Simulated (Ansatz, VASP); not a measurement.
# Two plane-wave programs on RbBr

File POSCAR:

```
RbBr
1.0
    0.0000000000      3.9248305739      3.7571620154
    3.9248305739      0.0000000000      3.7571620154
    3.9248305739      3.9248305739      0.0000000000
Rb Br
1 1
Direct
    0.0000000000      0.0000000000      0.0000000000
    0.2500000000      0.2500000000      0.2500000000
```

INCAR.step1

```
SYSTEM = RbBr
ALGO     = Normal         ! electronic algorithm
EDIFF    = 1E-5           ! SCF threshold, eV
ENCUT    = 520            ! plane-wave cutoff, eV
GGA      = PE             ! functional
ISIF     = 2              ! what is computed and relaxed
ISMEAR   = 0              ! smearing method
LASPH    = .TRUE.         ! aspherical terms in the spheres
LCHARG   = .FALSE.        ! write CHGCAR
LREAL    = .FALSE.        ! projectors in reciprocal space
LWAVE    = .TRUE.         ! write WAVECAR
NBANDS   = 15             ! bands
NELM     = 60             ! most SCF steps
PREC     = Accurate       ! precision mode
SIGMA    = 0.01           ! smearing width, eV
```

The input INCAR.step2:

```
SYSTEM = RbBr
ALGO     = Normal         ! electronic algorithm
EDIFF    = 1E-6           ! SCF threshold, eV
ENCUT    = 520            ! plane-wave cutoff, eV
GGA      = PE             ! functional
HFSCREEN = 0.2079         ! screening, 1/A
ISIF     = 2              ! what is computed and relaxed
ISMEAR   = 0              ! smearing method
ISTART   = 1            
LASPH    = .TRUE.         ! aspherical terms in the spheres
LCHARG   = .FALSE.        ! write CHGCAR
LHFCALC  = .TRUE.         ! exact exchange
LREAL    = .FALSE.        ! projectors in reciprocal space
LWAVE    = .FALSE.        ! write WAVECAR
NBANDS   = 15             ! bands
NELM     = 60             ! most SCF steps
PREC     = Accurate       ! precision mode
PRECFOCK = Normal       
SIGMA    = 0.01           ! smearing width, eV
```

The input KPOINTS:

```
k-points
0
G
  4 4 4
  0 0 0
```

Input for Ansatz:

```yaml
crystal:
  lattice:
    - [0.0, 3.9248305739, 3.7571620154]
    - [3.9248305739, 0.0, 3.7571620154]
    - [3.9248305739, 3.9248305739, 0.0]
  atoms:
    - { symbol: Rb, position: [0.0, 0.0, 0.0] }
    - { symbol: Br, position: [0.25, 0.25, 0.25] }
kpoints:
  mp_grid: { grid: [4, 4, 4] }
  band_path:
    path:
      - [0.0, 0.0, 0.0]
      - [-0.5, -0.5, 0.0]
      - [-0.375, -0.375, 0.25]
      - [-0.375, 0.0, 0.375]
      - [0.0, 0.0, 0.5]
      - [-0.5, -0.25, 0.25]
      - [0.0, 0.5, 0.5]
    npoints: 1
hamiltonian:
  xc: hse06
scf:
  occupations: { method: fixed }
  n_extra_bands: 4
output:
  forces: true
  stress: true
  eigenvalues: true
  write_density: true
  write_potential: true
  elf: true
  volumetric_format: npy
```

Change from the starting cell: epitaxial_xy strain +1.4%.

Alike in both runs: task single point; functional HSE06; k mesh 4 × 4 × 4; no spin polarisation.

|  | VASP | Ansatz |
| --- | --- | --- |
| version | VASP 6.6.1 | Ansatz 0.2.0 |
| potentials or method | VASP PAW PBE potentials, release 64 (Rb_sv, Br) | plane waves, PAW |
| plane-wave cutoff (eV) | 520 | 420 |
| occupations | gaussian, width 0.01 eV | fixed |
| valence electrons in the cell | 16 | 16 |

```csv
,VASP,Ansatz,Ansatz less VASP
gap on the k mesh at the Fermi level (eV),5.16,5.16,-0.004
pressure (GPa),0.1,0.1,-0.01
```

Ansatz's warnings: stress exchange threshold loose, stress scf threshold loose, xc potential rough in thin density.
